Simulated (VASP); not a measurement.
# HfS2 in VASP: notebook, part 2 of 2

VASP 6.6.1. The steps go on from the part before.

## (4) Single point, PBE+D3(BJ)

INCAR reads:

```
PREC     = Accurate       # precision mode
ENCUT    = 400            # plane-wave cutoff, eV
EDIFF    = 1E-6           # SCF threshold, eV
ISMEAR   = 0              # smearing method
SIGMA    = 0.05           # smearing width, eV
LREAL    = False          # projectors in reciprocal space
LASPH    = True           # aspherical terms in the spheres
NELM     = 120            # most SCF steps
ALGO     = Normal         # electronic algorithm
ISIF     = 2              # what is computed and relaxed
LWAVE    = False          # write WAVECAR
LCHARG   = False          # write CHGCAR
LDIPOL   = True         
IDIPOL   = 3            
DIPOL    = 0.5 0.5 0.500
GGA      = PE             # functional
IVDW     = 12             # dispersion correction
NBANDS   = 18             # bands
GGA_COMPAT= False        
NELMDL   = -8
```

KPOINTS reads:

```
regular mesh
0
Gamma
  33 33 1
```

POSCAR reads:

```
HfS2
1.0
    3.6203487713      0.0000000000      0.0000000000
   -1.8101743856      3.1353140065      0.0000000000
    0.0000000000      0.0000000000     20.9099732679
S Hf
2 1
Direct
    0.6666666667      0.3333333333      0.4304166191
    0.3333333333      0.6666666667      0.5695833809
    0.0000000000      0.0000000000      0.5000000145
```

Potentials or basis: VASP PAW PBE potentials, release 64 (S, Hf_pv).

Launch:

```sh
cat potpaw_PBE.64/S/POTCAR potpaw_PBE.64/Hf_pv/POTCAR > POTCAR
mpirun -np 1 vasp_std > vasp.out
```

OUTCAR:

```text
PREC = Accurate
   ENCUT = 400
   EDIFF = 1E-6
   ISMEAR = 0
   LREAL = False
   LASPH = True
   NELM = 120
   ISIF = 2
   GGA = PE
   IVDW = 12
   NELMDL = -8
 IVDW          = 12

 ion  position               nearest neighbor table
   1  0.667  0.333  0.430-   3 2.55   3 2.55   3 2.55
   2  0.333  0.667  0.570-   3 2.55   3 2.55   3 2.55
   3  0.000  0.000  0.500-   2 2.55   2 2.55   2 2.55   1 2.55   1 2.55   1 2.55

  LATTYP: Found a hexagonal cell.
 ALAT       =     3.6203487713
 C/A-ratio  =     5.7756792477

  Lattice vectors:

 A1 = (   3.6203487713,   0.0000000000,   0.0000000000)
 A2 = (  -1.8101743856,   3.1353140065,   0.0000000000)
 A3 = (   0.0000000000,   0.0000000000,  20.9099732679)

Analysis of symmetry for initial positions (statically):
=====================================================================
 Subroutine PRICEL returns:
 Original cell was already a primitive cell.

 Routine SETGRP: Setting up the symmetry group for a
 hexagonal supercell.

 Subroutine GETGRP returns: Found 12 space group operations
 (whereof 12 operations were pure point group operations)
 out of a pool of 24 trial point group operations.

The static configuration has the point symmetry D_3d.

Analysis of symmetry for dynamics (positions and initial velocities):
=====================================================================
 Subroutine PRICEL returns:
 Original cell was already a primitive cell.

 Routine SETGRP: Setting up the symmetry group for a
 hexagonal supercell.

 Subroutine GETGRP returns: Found 12 space group operations
 (whereof 12 operations were pure point group operations)
 out of a pool of 24 trial point group operations.

The dynamic configuration has the point symmetry D_3d.

 Subroutine INISYM returns: Found 12 space group operations
 (whereof 12 operations are pure point group operations),
 and found     1 'primitive' translations

----------------------------------------------------------------------------------------

                                     Primitive cell

  volume of cell :     237.3476

  direct lattice vectors                    reciprocal lattice vectors
     3.620348771  0.000000000  0.000000000     0.276216482  0.159473660  0.000000000
    -1.810174386  3.135314006  0.000000000     0.000000000  0.318947320  0.000000000
     0.000000000  0.000000000 20.909973268     0.000000000  0.000000000  0.047824069

  length of vectors
     3.620348771  3.620348771 20.909973268     0.318947320  0.318947320  0.047824069

  position of ions in fractional coordinates (direct lattice)
     0.666666667  0.333333333  0.430416619
     0.333333333  0.666666667  0.569583381
     0.000000000  0.000000000  0.500000015

  ion indices of the primitive-cell ions
   primitive index   ion index
                 1           1
                 2           2
                 3           3

----------------------------------------------------------------------------------------

 KPOINTS: regular mesh

Automatic generation of k-mesh.
 Grid dimensions read from file:
[... 23 lines left out ...]
  0.030303 -0.000000  0.000000      6.000000
  0.060606 -0.000000  0.000000      6.000000
  0.090909 -0.000000  0.000000      6.000000
  0.121212 -0.000000  0.000000      6.000000
  0.151515 -0.000000  0.000000      6.000000
[... 16 lines left out ...]
  0.181818  0.030303  0.000000     12.000000
  0.212121  0.030303  0.000000     12.000000
 [... further k-points ...]
   k-points           NKPTS =    108   k-points in BZ     NKDIM =    108   number of bands    NBANDS=     18
   number of dos      NEDOS =    301   number of ions     NIONS =      3
   total plane-waves  NPLWV =  80640
   dimension x,y,z NGX =    24 NGY =   24 NGZ =  140
   dimension x,y,z NGXF=    48 NGYF=   48 NGZF=  280
   ions per type =               2   1
   NGX,Y,Z   is equivalent  to a cutoff of  11.02, 11.02, 11.13 a.u.
   NGXF,Y,Z  is equivalent  to a cutoff of  22.04, 22.04, 22.26 a.u.
 SYSTEM =  unknown system
   PREC   = accura    normal or accurate (medium, high low for compatibility)
   ISTART =      0    job   : 0-new  1-cont  2-samecut
   ICHARG =      2    charge: 1-file 2-atom 10-const
   ISPIN  =      1    spin polarized calculation?
   LNONCOLLINEAR =      F non collinear calculations
   LSORBIT =      F    spin-orbit coupling
   LASPH  =      T    aspherical Exc in radial PAW
   ENCUT  =  400.0 eV  29.40 Ry    5.42 a.u.   5.90  5.90 34.10*2*pi/ulx,y,z
   NELM   =    120;   NELMIN=  2; NELMDL= -8     # of ELM steps
   EDIFF  = 0.1E-05   stopping-criterion for ELM
   LREAL  =      F    real-space projection
   EDIFFG = 0.1E-04   stopping-criterion for IOM
   NSW    =      0    number of steps for IOM
   IBRION =     -1    ionic relax: 0-MD 1-quasi-New 2-CG
   NFREE  =      0    steps in history (QN), initial steepest desc. (CG)
   ISIF   =      2    stress and relaxation
   ISYM   =      2    0-nonsym 1-usesym 2-fastsym
   POTIM  = 0.5000    time-step for ionic-motion
   TEBEG  =    0.0;   TEEND  =   0.0 temperature during run
   PSTRESS=    0.0 pullay stress
   NELECT =      22.0000    total number of electrons
   NUPDOWN=      -1.0000    fix difference up-down
   EMIN   =  10.00;   EMAX   =-10.00  energy-range for DOS
   EFERMI =   0.00;   METHOD = LEGACY
   ISMEAR =     0;   SIGMA  =   0.05  broadening in eV -4-tet -1-fermi 0-gaus
   EFERMI_NEDOS =   21; number of points for ismear=-14 and -15
   IALGO  =     38    algorithm
   IMIX   =      4    mixing-type and parameters
     AMIX     =   0.40;   BMIX     =  1.00
     AMIX_MAG =   1.60;   BMIX_MAG =  1.00
  volume/ion in A,a.u.               =      79.12       533.90
  Fermi-wavevector in a.u.,A,eV,Ry     =   0.740891  1.400080  7.468495  0.548919
  Thomas-Fermi vector in A             =   1.835401
   LORBIT       =      0    0 simple, 1 ext, 2 COOP (PROOUT), +10 PAW based schemes
   GGA     = PE    functional components
   LHFCALC =     F    Hartree Fock is set to
   AEXX    =    0.0000 exact exchange contribution
   IVDW    =    12    specifies the selected vdW correction
   LEPSILON=     F    determine dielectric tensor
   LRPA    =     F    only Hartree local field effects (RPA)
 non-spin polarized calculation
 Gauss-broadening in eV      SIGMA  =   0.05
  energy-cutoff  :      400.00
  volume of cell :      237.35
 maximum number of plane-waves:      4346
 NGX is ok and might be reduce to    24
   NGX = 11   NGY = 11   NGZ = 69

 number of electron      21.9999997 magnetization

 dipolmoment           0.000000      0.000000     -0.000002 electrons x Angstroem

 Free energy of the ion-electron system (eV)
  ---------------------------------------------------
  ext. energy  EPLUGINS =         0.00000000
  ---------------------------------------------------
  free energy    TOTEN  =       -22.91982828 eV

  energy without entropy =      -22.91982828  energy(sigma->0) =      -22.91982828

 E-fermi :  -3.4626     XC(G=0):  -3.1800

 val. band max:       -3.6613368492   @ k =   0.0000   0.0000   0.0000
 cond. band min:      -2.4278914059   @ k =   0.4848  -0.0000   0.0000
 fundamental gap:      1.2334454433
 Fermi energy:        -3.4625720613

 k-point     1 :       0.0000    0.0000    0.0000
  band No.  band energies     occupation
      1     -34.3159      2.00000
      2     -34.2042      2.00000
      3     -34.2042      2.00000
      4     -16.5027      2.00000
      5     -15.1173      2.00000
      6      -7.7667      2.00000
[... 481 lines left out ...]
      5     -15.1407      2.00000
      6      -7.2638      2.00000
[... 10 lines left out ...]
     17       2.9566      0.00000
     18       3.2900      0.00000

 [... further k-points ...]

------------------------ aborting loop because EDIFF is reached ----------------------------------------

 vacuum level on the upper side and lower side of the slab       (xc-potential included)        -0.184        -0.184

 Edisp (eV)   -0.68516

 E8    (eV) :    -0.3143

  FORCE on cell =-STRESS in cart. coord.  units (eV):
  Direction    XX          YY          ZZ          XY          YZ          ZX
  --------------------------------------------------------------------------------------
  -------------------------------------------------------------------------------------
  Total      -0.31668    -0.31668    -0.23091    -0.00000     0.00000     0.00000
  in kB      -2.13770    -2.13770    -1.55873    -0.00000     0.00000     0.00000
  external pressure =       -1.94 kB  Pullay stress =        0.00 kB

 VOLUME and BASIS-vectors are now :
 -----------------------------------------------------------------------------
  energy-cutoff  :      400.00
  volume of cell :      237.35
      direct lattice vectors                 reciprocal lattice vectors
     3.620348771  0.000000000  0.000000000     0.276216482  0.159473660  0.000000000
    -1.810174386  3.135314006  0.000000000     0.000000000  0.318947320  0.000000000
     0.000000000  0.000000000 20.909973268     0.000000000  0.000000000  0.047824069

 POSITION                                       TOTAL-FORCE (eV/Angst)
 -----------------------------------------------------------------------------------
      1.81017      1.04510      9.00000         0.000000      0.000000      0.069228
     -0.00000      2.09021     11.90997        -0.000000      0.000000     -0.069228
      0.00000      0.00000     10.45499         0.000000     -0.000000      0.000000
 -----------------------------------------------------------------------------------
    total drift:                                0.000000     -0.000000     -0.000266

  FREE ENERGIE OF THE ION-ELECTRON SYSTEM (eV)
  ---------------------------------------------------
  free  energy   TOTEN  =       -23.6049908800 eV

  energy  without entropy=      -23.6049908800  energy(sigma->0) =      -23.60499088

 vacuum level on the upper side and lower side of the slab         2.566         2.566
```

It took 6 min on 1 thread of Intel Xeon 6975P-C (Granite Rapids), shared host; peak memory 0.47 GiB.

What came out:

| Quantity | Value |
| --- | --- |
| Free energy | -23.6050 eV |
| Largest force | 0.069 eV/Å |
| Band gap on the k mesh | 1.23 eV (least direct gap 2.08 eV) |
| Dispersion energy per atom | -0.228 eV |

Forces in eV/Å, atoms in the order of the input:
```
S    0.000  0.000  0.069
S    0.000  0.000 -0.069
Hf   0.000  0.000  0.000
```

Caveat: spin-orbit coupling is left out, which moves the levels of the heavy elements.

## (5) Relaxation of the atoms, PBE+D3(BJ)

INCAR reads:

```
SYSTEM = HfS2
PREC = Accurate
ENCUT = 450
EDIFF = 1E-7
ISMEAR = 0
SIGMA = 0.05
LREAL = .False.
LASPH = .True.
NELM = 120
ALGO = Normal
ISIF = 2
LWAVE = .False.
LCHARG = .False.
LDIPOL = .True.
IDIPOL = 3
DIPOL = 0.5 0.5 0.500
GGA = PE
IVDW = 12
IBRION = 2
NSW = 60
EDIFFG = -0.04
GGA_COMPAT = .False.
NELMIN = 4
NELMDL = -8
```

KPOINTS reads:

```
Automatic mesh
0
Gamma
  9 9 1
  0 0 0
```

POSCAR is that of step 4.

Potentials or basis: VASP PAW PBE potentials, release 64 (S, Hf_pv).

Launch:

```sh
cat potpaw_PBE.64/S/POTCAR potpaw_PBE.64/Hf_pv/POTCAR > POTCAR
mpirun -np 1 vasp_std > vasp.out
```

OUTCAR:

```text
SYSTEM = HfS2
   PREC = Accurate
   ENCUT = 450
   EDIFF = 1E-7
   ISMEAR = 0
   LREAL = .False.
   LASPH = .True.
   NELM = 120
   ISIF = 2
   GGA = PE
   IVDW = 12
   IBRION = 2
   NSW = 60
   EDIFFG = -0.04
   NELMIN = 4
   NELMDL = -8
 IVDW          = 12

 ion  position               nearest neighbor table
   1  0.667  0.333  0.430-   3 2.55   3 2.55   3 2.55
   2  0.333  0.667  0.570-   3 2.55   3 2.55   3 2.55
   3  0.000  0.000  0.500-   2 2.55   2 2.55   2 2.55   1 2.55   1 2.55   1 2.55

  LATTYP: Found a hexagonal cell.
 ALAT       =     3.6203487713
 C/A-ratio  =     5.7756792477

  Lattice vectors:

 A1 = (   3.6203487713,   0.0000000000,   0.0000000000)
 A2 = (  -1.8101743856,   3.1353140065,   0.0000000000)
 A3 = (   0.0000000000,   0.0000000000,  20.9099732679)

Analysis of symmetry for initial positions (statically):
=====================================================================
 Subroutine PRICEL returns:
 Original cell was already a primitive cell.

 Routine SETGRP: Setting up the symmetry group for a
[... 232 lines left out ...]
     12      -1.5856      0.00000
     13      -1.5856      0.00000
     14      -0.8770      0.00000
[... 185 lines left out ...]
      2     -34.3358      2.00000
      3     -34.2693      2.00000
      4     -15.0424      2.00000
      5     -15.0424      2.00000
      6      -7.4019      2.00000
      7      -7.0973      2.00000
      8      -7.0973      2.00000
      9      -5.5468      2.00000
     10      -5.5467      2.00000
     11      -5.4510      2.00000
     12      -0.8365      0.00000
     13      -0.0260      0.00000
     14      -0.0260      0.00000
     15       2.3062      0.00000

------------------------ aborting loop because EDIFF is reached ----------------------------------------

 vacuum level on the upper side and lower side of the slab       (xc-potential included)        -0.008        -0.008

 Edisp (eV)   -0.68567

 E8    (eV) :    -0.3146

  FORCE on cell =-STRESS in cart. coord.  units (eV):
  Direction    XX          YY          ZZ          XY          YZ          ZX
  --------------------------------------------------------------------------------------
  -------------------------------------------------------------------------------------
  Total      -0.25005    -0.25005    -0.11969    -0.00000     0.00000    -0.00000
  in kB      -1.68790    -1.68790    -0.80797    -0.00000     0.00000    -0.00000
  external pressure =       -1.39 kB  Pullay stress =        0.00 kB

 VOLUME and BASIS-vectors are now :
 -----------------------------------------------------------------------------
  energy-cutoff  :      450.00
  volume of cell :      237.35
      direct lattice vectors                 reciprocal lattice vectors
     3.620348771  0.000000000  0.000000000     0.276216482  0.159473660  0.000000000
    -1.810174386  3.135314006  0.000000000     0.000000000  0.318947320  0.000000000
     0.000000000  0.000000000 20.909973268     0.000000000  0.000000000  0.047824069

 POSITION                                       TOTAL-FORCE (eV/Angst)
 -----------------------------------------------------------------------------------
      1.81017      1.04510      9.00346         0.000000      0.000000      0.029659
     -0.00000      2.09021     11.90651        -0.000000     -0.000000     -0.029659
      3.62035      0.00000     10.45499         0.000000      0.000000      0.000000
 -----------------------------------------------------------------------------------
    total drift:                                0.000000     -0.000000     -0.000267

  FREE ENERGIE OF THE ION-ELECTRON SYSTEM (eV)
  ---------------------------------------------------
  free  energy   TOTEN  =       -23.6052354267 eV

  energy  without entropy=      -23.6052354267  energy(sigma->0) =      -23.60523543

 reached required accuracy - stopping structural energy minimisation

 vacuum level on the upper side and lower side of the slab         2.680         2.680
```

OSZICAR:

```text
N       E                     dE             d eps       ncg     rms          rms(c)
DAV:   1     0.104840920077E+03    0.10484E+03   -0.93626E+03   456   0.981E+02
DAV:   2    -0.122312903476E+02   -0.11707E+03   -0.11521E+03   495   0.186E+02
DAV:   3    -0.245846700829E+02   -0.12353E+02   -0.12316E+02   508   0.622E+01
[... 28 lines left out ...]
DAV:   2    -0.229195727552E+02   -0.10404E-03   -0.12863E-03   437   0.220E-01    0.119E-01
DAV:   3    -0.229195689196E+02    0.38355E-05   -0.29865E-05   508   0.376E-02    0.523E-02
DAV:   4    -0.229195693082E+02   -0.38862E-06   -0.77869E-06   500   0.150E-02    0.152E-02
DAV:   5    -0.229195697187E+02   -0.41043E-06   -0.40086E-07   479   0.411E-03    0.436E-03
DAV:   6    -0.229195696958E+02    0.22839E-07   -0.10606E-07   320   0.190E-03
   2 F= -.23605235E+02 E0= -.23605235E+02  d E =-.355673E-03
```

It took 93 s on 1 thread of Intel Xeon 6975P-C (Granite Rapids), shared host; peak memory 0.36 GiB.

What came out:

* Free energy: -23.6052 eV
* Energy gained by relaxing: 0.1 meV/atom
* Ionic steps: 2
* Largest force after relaxing: 0.030 eV/Å
* Band gap on the k mesh: 1.26 eV (least direct gap 2.08 eV)
* Dispersion energy per atom: -0.229 eV

Forces on the atoms (eV/Å):
```
S    0.000  0.000  0.030
S    0.000  0.000 -0.030
Hf   0.000  0.000  0.000
```

Step by step:
```tsv
step	energy change (eV)	largest force (eV/Å)	pressure (GPa)
1	0.0000	0.0718	-0.20
2	-0.0004	0.0297	-0.14
```

Final structure:
```
CELL_PARAMETERS angstrom
3.62035 0.00000 0.00000
-1.81017 3.13531 0.00000
0.00000 0.00000 20.90997
ATOMIC_POSITIONS crystal
S 0.66667 0.33333 0.43058
S 0.33333 0.66667 0.56942
Hf 0.00000 0.00000 0.50000
```

Levels at points of the mesh, in eV from the valence-band top:
```
           k point  band 8  band 9  band 10  band 11  band 12  band 13  band 14  band 15
(0.00, 0.00, 0.00)   -2.60   -0.92     0.00     0.00     2.08     2.08     2.79     5.33
```

Caveat: spin-orbit coupling is left out, which moves the levels of the heavy elements.

## (6) Overview

```tsv
task	cell	k mesh	cutoff (eV)	gap on the mesh (eV)	largest force (eV/Å)
single point	a = 3.620, b = 3.620, c = 20.910 Å, angles 90.0, 90.0, 120.0°, 3 atoms	9 × 9 × 1	400	1.25	0.07
single point	a = 3.620, b = 3.620, c = 20.859 Å, angles 90.0, 90.0, 120.0°, 3 atoms	12 × 12 × 1	400	1.23	0.07
single point	a = 3.620, b = 3.620, c = 20.910 Å, angles 90.0, 90.0, 120.0°, 3 atoms	33 × 33 × 1	400	1.23	0.07
relaxation of the atoms	atoms relaxed from a = 3.620, b = 3.620, c = 20.910 Å, angles 90.0, 90.0, 120.0°, 3 atoms	9 × 9 × 1	450	1.26	0.03
```

Alike in all rows: level PBE+D3(BJ); potentials or basis VASP PAW PBE potentials, release 64 (S, Hf_pv); no spin polarisation; smearing gaussian 0.05 eV.

Caveats: spin-orbit coupling is left out, which moves the levels of the heavy elements.

Total energies depend on the potentials used, so only differences within one code and one set of settings carry meaning.
